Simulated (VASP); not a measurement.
# C (P6_3/mmc) in VASP: notebook, part 2 of 2

VASP 6.6.1. The steps go on from the part before.

## Step 3: Single point, PBEsol+D3(BJ) (8.81 Å³/atom)

INCAR reads:

```
SYSTEM = C
PREC     = Accurate       ! precision mode
ENCUT    = 520            ! plane-wave cutoff, eV
EDIFF    = 1E-6           ! SCF threshold, eV
ISMEAR   = 0              ! smearing method
SIGMA    = 0.15           ! smearing width, eV
LREAL    = .False.        ! projectors in reciprocal space
LASPH    = .True.         ! aspherical terms in the spheres
NELM     = 60             ! most SCF steps
ALGO     = Normal         ! electronic algorithm
ISIF     = 2              ! what is computed and relaxed
LWAVE    = .False.        ! write WAVECAR
LCHARG   = .True.         ! write CHGCAR
GGA      = PS             ! functional
IVDW     = 12             ! dispersion correction
LELF     = .True.         ! ELF
LVHAR    = .True.       
NBANDS   = 16             ! bands
```

KPOINTS reads:

```
Automatic mesh
0
Gamma
  21 21 8
  0 0 0
```

POSCAR reads:

```
C
1.0
    2.4380059557      0.0000000000      0.0000000000
   -1.2190029779      2.1113750922      0.0000000000
    0.0000000000      0.0000000000      6.8490901314
C
4
Direct
    0.0000000000      0.0000000000      0.0025000000
    0.0000000000      0.0000000000      0.5025000000
    0.3333333333      0.6666666667      0.0025000000
    0.6666666667      0.3333333333      0.5025000000
```

Potentials or basis: VASP PAW PBE potentials, release 64 (C).

Started as:

```sh
cat potpaw_PBE.64/C/POTCAR > POTCAR
mpirun -np 1 vasp_std > vasp.out
```

It took 2.8 min on 1 thread of Intel Xeon 8259CL, shared host; peak memory 0.23 GiB.

It converged, with:

```yaml
Free_energy: -38.9824 eV
Pressure: 7.7 GPa
Band_gap_on_the_k_mesh: zero (bands 8 and 9 overlap by 0.02 eV)
Dispersion_energy_per_atom: -0.108 eV
```

Stress tensor (GPa, compression positive):
```
12.26  0.00  0.00
 0.00 12.26  0.00
 0.00  0.00 -1.28
```

Levels at points of the mesh, in eV from the Fermi level:
| k point | band 4 | band 5 | band 6 | band 7 | band 8 | band 9 | band 10 | band 11 | band 12 | band 13 |
| --- | --- | --- | --- | --- | --- | --- | --- | --- | --- | --- |
| (0.00, 0.00, 0.00) | -6.91 | -2.96 | -2.96 | -2.95 | -2.95 | 3.77 | 8.52 | 8.52 | 8.57 | 8.57 |
| (0.00, 0.00, 0.50) | -7.89 | -2.96 | -2.96 | -2.96 | -2.96 | 6.27 | 6.27 | 8.54 | 8.54 | 8.54 |

Caveat: the cell stands under pressure; the PAW data sets were made with another functional, which shifts forces and pressure a little.

## Step 4: Single point, PBEsol+D3(BJ) (8.81 Å³/atom)

INCAR reads:

```
SYSTEM = C
ALGO = Normal
EDIFF = 1E-7
ENCUT = 520
GGA = PS
ISIF = 2
ISMEAR = 0
IVDW = 12
LASPH = .True.
LCHARG = .False.
LREAL = .False.
LWAVE = .False.
NBANDS = 16
NELM = 100
PREC = Accurate
SIGMA = 0.15
```

KPOINTS reads:

```
k-points
0
Gamma
  21 21 8
  0 0 0
```

POSCAR reads:

```
C
1.0
    2.3991278838      0.0000000000      0.0000000000
   -1.1995639419      2.0777056943      0.0000000000
    0.0000000000      0.0000000000      7.0728689143
C
4
Direct
    0.0000000000      0.0000000000      0.0025000000
    0.0000000000      0.0000000000      0.5025000000
    0.3333333333      0.6666666667      0.0025000000
    0.6666666667      0.3333333333      0.5025000000
```

Started as:

```sh
cat potpaw_PBE.64/C/POTCAR > POTCAR
mpirun -np 1 vasp_std > vasp.out
```

It took 3.3 min on 1 thread of Intel Xeon 8259CL, shared host; peak memory 0.23 GiB.

It converged, with:

| Property | Result |
| --- | --- |
| Free energy | -38.8042 eV |
| Pressure | 22.9 GPa |
| Band gap on the k mesh | zero (bands 8 and 9 overlap by 0.01 eV) |
| Dispersion energy per atom | -0.103 eV |

Stress tensor (GPa, compression positive):
```
35.22  0.00  0.00
 0.00 35.22  0.00
 0.00  0.00 -1.82
```

Levels at points of the mesh, in eV from the Fermi level:
| k point | band 5 | band 6 | band 7 | band 8 | band 9 | band 10 | band 11 | band 12 |
| --- | --- | --- | --- | --- | --- | --- | --- | --- |
| (0.00, 0.00, 0.00) | -2.94 | -2.94 | -2.93 | -2.93 | 3.37 | 8.85 | 8.85 | 8.88 |
| (0.00, 0.00, 0.50) | -2.94 | -2.94 | -2.94 | -2.94 | 5.63 | 5.63 | 8.86 | 8.86 |

Caveat: the cell stands under pressure; the PAW data sets were made with another functional, which shifts forces and pressure a little.

## Step 5: Single point, PBEsol+D3(BJ) (8.81 Å³/atom)

INCAR reads:

```
SYSTEM = C
ALGO = Normal ; EDIFF = 1E-6
ENCUT = 520 ; GGA = PS
ISIF = 2 ; ISMEAR = 0
IVDW = 12 ; LASPH = .True.
LCHARG = .False. ; LREAL = .False.
LWAVE = .False. ; NBANDS = 16
NELM = 100 ; PREC = Accurate
SIGMA = 0.15
```

KPOINTS is that of step 4.

POSCAR reads:

```
C
1.0
    2.5584939404      0.0000000000      0.0000000000
   -1.2792469702      2.2157207478      0.0000000000
    0.0000000000      0.0000000000      6.2191870702
C
4
Direct
    0.0000000000      0.0000000000      0.0025000000
    0.0000000000      0.0000000000      0.5025000000
    0.3333333333      0.6666666667      0.0025000000
    0.6666666667      0.3333333333      0.5025000000
```

Started as:

```sh
cat potpaw_PBE.64/C/POTCAR > POTCAR
mpirun -np 1 vasp_std > vasp.out
```

Run time: 2.7 min. Hardware: 1 thread of Intel Xeon 8259CL, shared host; peak memory 0.23 GiB.

Results (log left out):

```
Free energy                : -38.5838 eV
Pressure                   : -30.0 GPa
Band gap on the k mesh     : zero (bands 8 and 9 overlap by 0.08 eV)
Dispersion energy per atom : -0.115 eV
```

Stress tensor (GPa, compression positive):
```
-46.37   0.00   0.00
  0.00 -46.37   0.00
  0.00   0.00   2.86
```

Levels at points of the mesh, in eV from the Fermi level:
```tsv
k point	band 5	band 6	band 7	band 8	band 9	band 10	band 11	band 12
(0.00, 0.00, 0.00)	-2.98	-2.98	-2.93	-2.93	5.28	7.61	7.61	7.72
(0.00, 0.00, 0.50)	-2.95	-2.95	-2.95	-2.95	7.66	7.66	7.66	7.66
```

Caveat: the cell stands under tension; the PAW data sets were made with another functional, which shifts forces and pressure a little.

## Step 6: Single point, PBEsol+D3(BJ) (9.02 Å³/atom)

This run uses another cell than the first one, of 9.02 Å³/atom.

INCAR reads:

```
SYSTEM = C
  ALGO = Normal
  EDIFF = 1E-7
  ENCUT = 520
  GGA = PS
  ISIF = 2
  ISMEAR = 0
  IVDW = 12
  LASPH = .TRUE.
  LCHARG = .FALSE.
  LREAL = .FALSE.
  LWAVE = .FALSE.
  NBANDS = 16
  NELM = 80
  PREC = Accurate
  SIGMA = 0.15
```

KPOINTS reads:

```
k-points
0
G
  21 21 8
  0 0 0
```

POSCAR reads:

```
C
1.0
    2.3983339289      0.0000000000      0.0000000000
   -1.1991669645      2.0770181092      0.0000000000
    0.0000000000      0.0000000000      7.2429684654
C
4
Direct
    0.0000000000      0.0000000000      0.0025000000
    0.0000000000      0.0000000000      0.5025000000
    0.3333333333      0.6666666667      0.0025000000
    0.6666666667      0.3333333333      0.5025000000
```

Potentials or basis: VASP PAW PBE potentials, release 64 (C).

Started as:

```sh
cat potpaw_PBE.64/C/POTCAR > POTCAR
mpirun -np 1 vasp_std > vasp.out
```

OUTCAR:

```text
SYSTEM = C
   EDIFF = 1E-7
   ENCUT = 520
   GGA = PS
   ISIF = 2
   ISMEAR = 0
   IVDW = 12
   LASPH = .TRUE.
   LREAL = .FALSE.
   NELM = 80
   PREC = Accurate
 IVDW          = 12

 ion  position               nearest neighbor table
   1  0.000  0.000  0.002-   3 1.38   3 1.38   3 1.38
   2  0.000  0.000  0.502-   4 1.38   4 1.38   4 1.38
   3  0.333  0.667  0.002-   1 1.38   1 1.38   1 1.38
   4  0.667  0.333  0.502-   2 1.38   2 1.38   2 1.38

  LATTYP: Found a hexagonal cell.
[... 658 lines left out ...]

 E8    (eV) :    -0.1944

  FORCE on cell =-STRESS in cart. coord.  units (eV):
  Direction    XX          YY          ZZ          XY          YZ          ZX
  --------------------------------------------------------------------------------------
  -------------------------------------------------------------------------------------
  Total       7.85314     7.85314    -0.45594    -0.00000    -0.00000     0.00000
  in kB     348.72866   348.72866   -20.24637    -0.00000    -0.00000     0.00000
  external pressure =      225.74 kB  Pullay stress =        0.00 kB

 VOLUME and BASIS-vectors are now :
 -----------------------------------------------------------------------------
  energy-cutoff  :      520.00
  volume of cell :       36.08
      direct lattice vectors                 reciprocal lattice vectors
     2.398333929  0.000000000  0.000000000     0.416956116  0.240729726  0.000000000
    -1.199166965  2.077018109  0.000000000     0.000000000  0.481459452  0.000000000
     0.000000000  0.000000000  7.242968465     0.000000000  0.000000000  0.138064939

 POSITION                                       TOTAL-FORCE (eV/Angst)
 -----------------------------------------------------------------------------------
      0.00000      0.00000      0.01811         0.000000      0.000000     -0.000000
      0.00000      0.00000      3.63959        -0.000000     -0.000000      0.000000
     -0.00000      1.38468      0.01811        -0.000000      0.000000      0.000000
      1.19917      0.69234      3.63959         0.000000     -0.000000      0.000000
 -----------------------------------------------------------------------------------
    total drift:                               -0.000000     -0.000000      0.000013

  FREE ENERGIE OF THE ION-ELECTRON SYSTEM (eV)
  ---------------------------------------------------
  free  energy   TOTEN  =       -38.7893939501 eV

  energy  without entropy=      -38.7884620015  energy(sigma->0) =      -38.78892798
```

It took 3.1 min on 1 thread of Intel Xeon 8259CL, shared host; peak memory 0.23 GiB.

Results:

* Free energy: -38.7894 eV
* Pressure: 22.6 GPa
* Band gap on the k mesh: zero (bands 8 and 9 overlap by 0.01 eV)
* Dispersion energy per atom: -0.100 eV

Stress tensor (GPa, compression positive):
```
34.87  0.00  0.00
 0.00 34.87  0.00
 0.00  0.00 -2.02
```

Levels at points of the mesh, in eV from the Fermi level:
```csv
k point,band 4,band 5,band 6,band 7,band 8,band 9,band 10,band 11,band 12,band 13
"(0.00, 0.00, 0.00)",-7.54,-2.95,-2.95,-2.94,-2.94,3.24,8.42,8.85,8.85,8.88
"(0.00, 0.00, 0.50)",-8.24,-2.94,-2.94,-2.94,-2.94,5.33,5.33,8.87,8.87,8.87
```

Caveat: the cell stands under pressure; the PAW data sets were made with another functional, which shifts forces and pressure a little.

## Step 7: The runs side by side

| cell | gap on the mesh (eV) | pressure (GPa) |
| --- | --- | --- |
| a = 2.518, b = 2.518, c = 6.422 Å, angles 90.0, 90.0, 120.0°, 4 atoms | none | -18.7 |
| a = 2.438, b = 2.438, c = 6.849 Å, angles 90.0, 90.0, 120.0°, 4 atoms | none | 7.7 |
| a = 2.399, b = 2.399, c = 7.073 Å, angles 90.0, 90.0, 120.0°, 4 atoms | none | 22.9 |
| a = 2.558, b = 2.558, c = 6.219 Å, angles 90.0, 90.0, 120.0°, 4 atoms | none | -30.0 |
| a = 2.398, b = 2.398, c = 7.243 Å, angles 90.0, 90.0, 120.0°, 4 atoms | none | 22.6 |

Alike in all rows: task single point; level PBEsol+D3(BJ); potentials or basis VASP PAW PBE potentials, release 64 (C); no spin polarisation; k mesh 21 × 21 × 8; cutoff (eV) 520; smearing gaussian 0.15 eV.

Caveats: the PAW data sets were made with another functional, which shifts forces and pressure a little; the cell stands under pressure (at least some runs); the cell stands under tension (at least some runs).

Absolute energies hang on the potentials; compare differences alone.
